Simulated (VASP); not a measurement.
# Hf (P6/mmm) in VASP: notebook

Hf is run at these levels: r2SCAN; tasks: single point, relaxation of shape and atoms at fixed volume.

Program: VASP 6.6.1. These are calculated values, not measurements. Logs are shortened: lines on timing, memory, paths and dates and some standing lists are left out, and cuts for length are marked.

### Step 1. The cell of the first run

The structure is hexagonal, space group P6/mmm (No. 191). Conventional cell: a = 4.527 Å, b = 4.527 Å, c = 2.832 Å, α = 90.00°, β = 90.00°, γ = 120.00°. Hf (site symmetry -6m2) has 11 Hf at 2.61 to 2.97 Å within 3.4 Å. Within 3.7 Å of Hf (site symmetry 6/mmm) lie 14 Hf at 2.83 to 2.97 Å.

This isn't the form of Hf at room conditions, which is hcp.

### Step 2. Single point, r2SCAN (16.76 Å³/atom)

Contents of POSCAR:

```
Hf
1.0
    4.5272522441      0.0000000000      0.0000000000
   -2.2636261221      3.9207154527      0.0000000000
    0.0000000000      0.0000000000      2.8320539501
Hf
3
Direct
    0.6666666667      0.3333333333      0.5000000000
    0.3333333333      0.6666666667      0.5000000000
    0.0000000000      0.0000000000      0.0000000000
```

Contents of INCAR.step1:

```
PREC = Accurate
ENCUT = 520
ISMEAR = 0
SIGMA = 0.05
LREAL = F
LASPH = T
NELM = 100
NBANDS = 22
GGA = PE
ALGO = Normal
EDIFF = 1E-4
LWAVE = T
LCHARG = F
```

Contents of INCAR.step2:

```
PREC = Accurate
ENCUT = 520
EDIFF = 1E-6
ISMEAR = 0
SIGMA = 0.05
LREAL = F
LASPH = T
NELM = 100
ALGO = Normal
ISIF = 2
LWAVE = F
LCHARG = T
METAGGA = R2SCAN
LMIXTAU = T
LELF = T
LVHAR = T
NBANDS = 22
ISTART = 1
```

Contents of KPOINTS:

```
regular mesh
0
Gamma
  10 10 14
```

Potentials or basis: VASP PAW PBE potentials, release 64 (Hf_pv).

The run is started by

```sh
$ cat potpaw_PBE.64/Hf_pv/POTCAR > POTCAR
$ cp INCAR.step1 INCAR
$ mpirun -np 1 vasp_std > vasp.out
$ cp INCAR.step2 INCAR
$ mpirun -np 1 vasp_std > vasp.out
```

OUTCAR:

```text
PREC = Accurate
   ENCUT = 520
   EDIFF = 1E-6
   ISMEAR = 0
   LREAL = F
   LASPH = T
   NELM = 100
   ISIF = 2
   METAGGA = R2SCAN
   ISTART = 1

 ion  position               nearest neighbor table
   1  0.667  0.333  0.500-   2 2.61   2 2.61   2 2.61   3 2.97   3 2.97   3 2.97   3 2.97   3 2.97
                             3 2.97   2 3.85   2 3.85   2 3.85   2 3.85   2 3.85   2 3.85
   2  0.333  0.667  0.500-   1 2.61   1 2.61   1 2.61   3 2.97   3 2.97   3 2.97   3 2.97   3 2.97
                             3 2.97   1 3.85   1 3.85   1 3.85   1 3.85   1 3.85   1 3.85
   3  0.000  0.000  0.000-   1 2.97   2 2.97   1 2.97   2 2.97   2 2.97   2 2.97   1 2.97   1 2.97
                             1 2.97   1 2.97   2 2.97   2 2.97

  LATTYP: Found a hexagonal cell.
 ALAT       =     4.5272522441
 C/A-ratio  =     0.6255569156

  Lattice vectors:

 A1 = (   4.5272522441,   0.0000000000,   0.0000000000)
 A2 = (  -2.2636261221,   3.9207154527,   0.0000000000)
 A3 = (   0.0000000000,   0.0000000000,   2.8320539501)

Analysis of symmetry for initial positions (statically):
=====================================================================
 Subroutine PRICEL returns:
 Original cell was already a primitive cell.

 Routine SETGRP: Setting up the symmetry group for a
 hexagonal supercell.

 Subroutine GETGRP returns: Found 24 space group operations
 (whereof 24 operations were pure point group operations)
 out of a pool of 24 trial point group operations.

The static configuration has the point symmetry D_6h.

Analysis of symmetry for dynamics (positions and initial velocities):
=====================================================================
 Subroutine PRICEL returns:
 Original cell was already a primitive cell.

 Routine SETGRP: Setting up the symmetry group for a
 hexagonal supercell.

 Subroutine GETGRP returns: Found 24 space group operations
 (whereof 24 operations were pure point group operations)
 out of a pool of 24 trial point group operations.

The dynamic configuration has the point symmetry D_6h.

 Subroutine INISYM returns: Found 24 space group operations
 (whereof 24 operations are pure point group operations),
 and found     1 'primitive' translations

----------------------------------------------------------------------------------------

                                     Primitive cell

  volume of cell :      50.2691

[... 89 lines left out ...]
   NELM   =    100;   NELMIN=  2; NELMDL=  0     # of ELM steps
   EDIFF  = 0.1E-05   stopping-criterion for ELM
   LREAL  =      F    real-space projection
   EDIFFG = 0.1E-04   stopping-criterion for IOM
   NSW    =      0    number of steps for IOM
   IBRION =     -1    ionic relax: 0-MD 1-quasi-New 2-CG
   NFREE  =      0    steps in history (QN), initial steepest desc. (CG)
   ISIF   =      2    stress and relaxation
   ISYM   =      2    0-nonsym 1-usesym 2-fastsym
   POTIM  = 0.5000    time-step for ionic-motion
   TEBEG  =    0.0;   TEEND  =   0.0 temperature during run
   PSTRESS=    0.0 pullay stress
   NELECT =      30.0000    total number of electrons
   NUPDOWN=      -1.0000    fix difference up-down
   EMIN   =  10.00;   EMAX   =-10.00  energy-range for DOS
   EFERMI =   0.00;   METHOD = LEGACY
   ISMEAR =     0;   SIGMA  =   0.05  broadening in eV -4-tet -1-fermi 0-gaus
   EFERMI_NEDOS =   21; number of points for ismear=-14 and -15
   IALGO  =     38    algorithm
   IMIX   =      4    mixing-type and parameters
     AMIX     =   0.40;   BMIX     =  1.00
     AMIX_MAG =   1.60;   BMIX_MAG =  1.00
  volume/ion in A,a.u.               =      16.76       113.08
  Fermi-wavevector in a.u.,A,eV,Ry     =   1.378314  2.604635 25.847649  1.899749
  Thomas-Fermi vector in A             =   2.503387
   LORBIT       =      0    0 simple, 1 ext, 2 COOP (PROOUT), +10 PAW based schemes
   METAGGA = R2SCAN    functional components
   LHFCALC =     F    Hartree Fock is set to
   AEXX    =    0.0000 exact exchange contribution
   IVDW    =     0    specifies the selected vdW correction
   LEPSILON=     F    determine dielectric tensor
   LRPA    =     F    only Hartree local field effects (RPA)
 non-spin polarized calculation
 Gauss-broadening in eV      SIGMA  =   0.05
  energy-cutoff  :      520.00
  volume of cell :       50.27
 maximum number of plane-waves:      1384
 NGX is ok and might be reduce to    36
   NGX = 17   NGY = 17   NGZ = 11

 number of electron      30.0000001 magnetization

 Free energy of the ion-electron system (eV)
  ---------------------------------------------------
  ext. energy  EPLUGINS =         0.00000000
  ---------------------------------------------------
  free energy    TOTEN  =      -133.40828190 eV

  energy without entropy =     -133.40580890  energy(sigma->0) =     -133.40704540

 E-fermi :   6.8383     XC(G=0): -13.7136

 val. band max:        6.8288078184   @ k =   0.3000   0.3000   0.2143
 cond. band min:       6.8397704473   @ k =   0.4000   0.2000   0.1429
 fundamental gap:      0.0109626289
 Fermi energy:         6.8383246140

 k-point     1 :       0.0000    0.0000    0.0000
  band No.  band energies     occupation
      1     -25.0051      2.00000
      2     -25.0051      2.00000
      3     -24.6586      2.00000
      4     -24.6586      2.00000
      5     -23.8673      2.00000
      6     -23.3616      2.00000
[... 589 lines left out ...]
     21      10.9661      0.00000
     22      12.5240      0.00000

 [... further k-points ...]

------------------------ aborting loop because EDIFF is reached ----------------------------------------

  FORCE on cell =-STRESS in cart. coord.  units (eV):
  Direction    XX          YY          ZZ          XY          YZ          ZX
  --------------------------------------------------------------------------------------
  -------------------------------------------------------------------------------------
  Total       15.2654895     15.2654895     15.3573155     -0.0000000      0.0000000      0.0000000
  in kB      486.5413762    486.5413762    489.4680505     -0.0000000      0.0000000      0.0000000
  external PRESSURE =     487.5169343 kB  Pullay stress =       0.0000000 kB

 VOLUME and BASIS-vectors are now :
 -----------------------------------------------------------------------------
  energy-cutoff  :      520.00
  volume of cell :       50.27
      direct lattice vectors                 reciprocal lattice vectors
     4.527252244  0.000000000  0.000000000     0.220884534  0.127527745  0.000000000
    -2.263626122  3.920715453  0.000000000     0.000000000  0.255055490  0.000000000
     0.000000000  0.000000000  2.832053950     0.000000000  0.000000000  0.353100618

 POSITION                                       TOTAL-FORCE (eV/Angst)
 -----------------------------------------------------------------------------------
      2.26363      1.30691      1.41603        -0.000000      0.000000      0.000000
     -0.00000      2.61381      1.41603         0.000000     -0.000000     -0.000000
      0.00000      0.00000      0.00000        -0.000000      0.000000      0.000000
 -----------------------------------------------------------------------------------
    total drift:                                0.000000     -0.000000     -0.000000

  FREE ENERGIE OF THE ION-ELECTRON SYSTEM (eV)
  ---------------------------------------------------
  free  energy   TOTEN  =      -133.4082819010 eV

  energy  without entropy=     -133.4058088985  energy(sigma->0) =     -133.40704540
```

OUTCAR.step1:

```text
PREC = Accurate
   ENCUT = 520
   ISMEAR = 0
   LREAL = F
[... 830 lines left out ...]
      2.26363      1.30691      1.41603        -0.000000      0.000000      0.000000
     -0.00000      2.61381      1.41603         0.000000     -0.000000     -0.000000
      0.00000      0.00000      0.00000        -0.000000      0.000000      0.000000
 -----------------------------------------------------------------------------------
    total drift:                                0.000000      0.000000     -0.000000

  FREE ENERGIE OF THE ION-ELECTRON SYSTEM (eV)
  ---------------------------------------------------
  free  energy   TOTEN  =       -27.5582738781 eV

  energy  without entropy=      -27.5562501119  energy(sigma->0) =      -27.55726199
```

Wall time 2.7 min (1 thread of Intel Xeon 6975P-C (Granite Rapids), shared host); peak memory 0.24 GiB.

Results:

* Free energy: -133.4083 eV
* Pressure: 48.8 GPa
* Band gap on the k mesh: zero (bands 15 and 16 overlap by 1.12 eV)

Stress tensor (GPa, compression positive):
```
48.65  0.00  0.00
 0.00 48.65  0.00
 0.00  0.00 48.95
```

Levels at points of the mesh, in eV from the Fermi level:
```csv
k point,band 12,band 13,band 14,band 15,band 16,band 17,band 18,band 19
"(0.00, 0.00, 0.00)",-0.61,-0.61,-0.57,-0.57,-0.50,1.53,2.76,2.76
"(0.50, 0.00, 0.00)",-4.62,-0.99,-0.89,-0.66,-0.05,1.22,1.71,2.44
"(0.00, 0.00, 0.50)",-3.22,-2.95,-2.95,-2.02,1.71,1.71,3.04,3.04
"(0.50, 0.00, 0.50)",-3.16,-2.42,-1.24,-0.76,0.37,1.39,1.89,2.63
```

Caveat: the cell stands under pressure; the PAW data sets were made with another functional, which shifts forces and pressure a little; spin-orbit coupling is left out, which moves the levels of the heavy elements.

### Step 3. Single point, r2SCAN (17.64 Å³/atom)

This run uses another cell than the first one, of 17.64 Å³/atom.

Contents of POSCAR:

```
Hf
1.0
    4.6053236596      0.0000000000      0.0000000000
   -2.3026618298      3.9883272818      0.0000000000
    0.0000000000      0.0000000000      2.8808920640
Hf
3
Direct
    0.6666666667      0.3333333333      0.5000000000
    0.3333333333      0.6666666667      0.5000000000
    0.0000000000      0.0000000000      0.0000000000
```

Contents of INCAR.step1:

```
PREC     = Accurate       # precision mode
ENCUT    = 520            # plane-wave cutoff, eV
ISMEAR   = 0              # smearing method
SIGMA    = 0.05           # smearing width, eV
LREAL    = F              # projectors in reciprocal space
LASPH    = T              # aspherical terms in the spheres
NELM     = 60             # most SCF steps
NBANDS   = 22             # bands
GGA      = PE             # functional
ALGO     = Normal         # electronic algorithm
EDIFF    = 1E-4           # SCF threshold, eV
LWAVE    = T              # write WAVECAR
LCHARG   = F              # write CHGCAR
```

Contents of INCAR.step2:

```
PREC     = Accurate       # precision mode
ENCUT    = 520            # plane-wave cutoff, eV
EDIFF    = 1E-6           # SCF threshold, eV
ISMEAR   = 0              # smearing method
SIGMA    = 0.05           # smearing width, eV
LREAL    = F              # projectors in reciprocal space
LASPH    = T              # aspherical terms in the spheres
NELM     = 60             # most SCF steps
ALGO     = Normal         # electronic algorithm
ISIF     = 2              # what is computed and relaxed
LWAVE    = F              # write WAVECAR
LCHARG   = F              # write CHGCAR
METAGGA  = R2SCAN         # meta-GGA
LMIXTAU  = T            
NBANDS   = 22             # bands
ISTART   = 1
```

KPOINTS is that of step 2.

Potentials or basis: VASP PAW PBE potentials, release 64 (Hf_pv).

The run is started by

```sh
$ cat potpaw_PBE.64/Hf_pv/POTCAR > POTCAR
$ cp INCAR.step1 INCAR
$ mpirun -np 1 vasp_std > vasp.out
$ cp INCAR.step2 INCAR
$ mpirun -np 1 vasp_std > vasp.out
```

Run time: 2.9 min. Hardware: 1 thread of Intel Xeon 6975P-C (Granite Rapids), shared host; peak memory 0.25 GiB.

The run converged. Its results:

| Item | Value |
| --- | --- |
| Free energy | -134.1057 eV |
| Pressure | 36.1 GPa |
| Band gap on the k mesh | zero (bands 15 and 16 overlap by 1.03 eV) |

Stress tensor (GPa, compression positive):
```
36.01  0.00  0.00
 0.00 36.01  0.00
 0.00  0.00 36.19
```

Levels at points of the mesh, in eV from the Fermi level:
```tsv
k point	band 13	band 14	band 15	band 16	band 17	band 18
(0.00, 0.00, 0.00)	-0.70	-0.64	-0.64	-0.51	1.49	2.67
(0.50, 0.00, 0.00)	-0.90	-0.77	-0.61	-0.01	1.16	1.70
(0.00, 0.00, 0.50)	-2.79	-2.79	-2.18	1.64	1.64	2.84
(0.50, 0.00, 0.50)	-2.24	-1.18	-0.83	0.44	1.33	1.51
```

Caveat: the cell stands under pressure; the PAW data sets were made with another functional, which shifts forces and pressure a little; spin-orbit coupling is left out, which moves the levels of the heavy elements.

### Step 4. Relaxation of shape and atoms at fixed volume, r2SCAN (22.93 Å³/atom)

This run uses another cell than the first one, of 22.93 Å³/atom.

Contents of POSCAR:

```
Hf
1.0
    5.0381430055      0.0000000000      0.0000000000
   -2.5190715028      4.3631598307      0.0000000000
    0.0000000000      0.0000000000      3.1293178219
Hf
3
Direct
    0.6666666667      0.3333333333      0.5000000000
    0.3333333333      0.6666666667      0.5000000000
    0.0000000000      0.0000000000      0.0000000000
```

Contents of INCAR.step1:

```
PREC = Accurate ; ENCUT = 600
ISMEAR = 0 ; SIGMA = 0.05
LREAL = False ; LASPH = True
NELM = 80 ; GGA = PE
ALGO = Normal ; EDIFF = 1E-4
LWAVE = True ; LCHARG = False
```

Contents of INCAR.step2:

```
PREC = Accurate ; ENCUT = 600
EDIFF = 1E-6 ; ISMEAR = 0
SIGMA = 0.05 ; LREAL = False
LASPH = True ; NELM = 80
ALGO = Normal ; ISIF = 4
LWAVE = False ; LCHARG = False
METAGGA = R2SCAN ; LMIXTAU = True
IBRION = 2 ; NSW = 60
EDIFFG = -0.01 ; ISTART = 1
```

Contents of KPOINTS:

```
regular mesh
0
Gamma
  10 10 12
```

The run is started by

```sh
$ cat potpaw_PBE.64/Hf_pv/POTCAR > POTCAR
$ cp INCAR.step1 INCAR
$ mpirun -np 1 vasp_std > vasp.out
$ cp INCAR.step2 INCAR
$ mpirun -np 1 vasp_std > vasp.out
```

Run time: 18 min. Hardware: 1 thread of Oxide Virtual Turin-like, shared host; peak memory 0.28 GiB.

It converged, with:

```yaml
Free_energy: -135.3074 eV
Energy_gained_by_relaxing: 0.0 meV/atom
Ionic_steps: 2
Pressure_after_relaxing: -4.6 GPa
Band_gap_on_the_k_mesh: zero (bands 15 and 16 overlap by 0.76 eV)
```

Final structure:
```cif
data_structure
_symmetry_space_group_name_H-M 'P 1'
_symmetry_Int_Tables_number 1
_cell_length_a 5.0401
_cell_length_b 5.0401
_cell_length_c 3.1269
_cell_angle_alpha 90.000
_cell_angle_beta 90.000
_cell_angle_gamma 120.000
_cell_volume 68.79
loop_
_atom_site_label
_atom_site_type_symbol
_atom_site_fract_x
_atom_site_fract_y
_atom_site_fract_z
_atom_site_occupancy
Hf1 Hf 0.66667 0.33333 0.50000 1
Hf2 Hf 0.33333 0.66667 0.50000 1
Hf3 Hf 0.00000 0.00000 0.00000 1
```

Levels at points of the mesh, in eV from the Fermi level:
```csv
k point,band 12,band 13,band 14,band 15,band 16,band 17,band 18,band 19
"(0.00, 0.00, 0.00)",-0.80,-0.80,-0.72,-0.72,-0.53,1.29,2.32,2.32
"(0.50, 0.00, 0.00)",-3.53,-0.39,-0.26,-0.25,0.28,0.70,1.00,1.78
"(0.00, 0.00, 0.50)",-2.43,-2.42,-1.90,-1.90,1.44,1.44,2.10,2.10
"(0.50, 0.00, 0.50)",-1.99,-1.35,-0.90,-0.80,0.33,0.78,1.21,1.71
```

Caveat: the PAW data sets were made with another functional, which shifts forces and pressure a little; spin-orbit coupling is left out, which moves the levels of the heavy elements.

### Step 5. The runs side by side

| task | cell | k mesh | cutoff (eV) | gap on the mesh (eV) | pressure (GPa) |
| --- | --- | --- | --- | --- | --- |
| single point | a = 4.527, b = 4.527, c = 2.832 Å, angles 90.0, 90.0, 120.0°, 3 atoms | 10 × 10 × 14 | 520 | none | 48.8 |
| single point | a = 4.605, b = 4.605, c = 2.881 Å, angles 90.0, 90.0, 120.0°, 3 atoms | 10 × 10 × 14 | 520 | none | 36.1 |
| relaxation of shape and atoms at fixed volume | relaxed from a = 5.038, b = 5.038, c = 3.129 Å, angles 90.0, 90.0, 120.0°, 3 atoms | 10 × 10 × 12 | 600 | none | -4.6 |

Alike in all rows: level r2SCAN; potentials or basis VASP PAW PBE potentials, release 64 (Hf_pv); no spin polarisation; smearing gaussian 0.05 eV.

Caveats: the PAW data sets were made with another functional, which shifts forces and pressure a little; spin-orbit coupling is left out, which moves the levels of the heavy elements; the cell stands under pressure (at least some runs).

Total energies depend on the potentials used, so only differences within one code and one set of settings carry meaning.
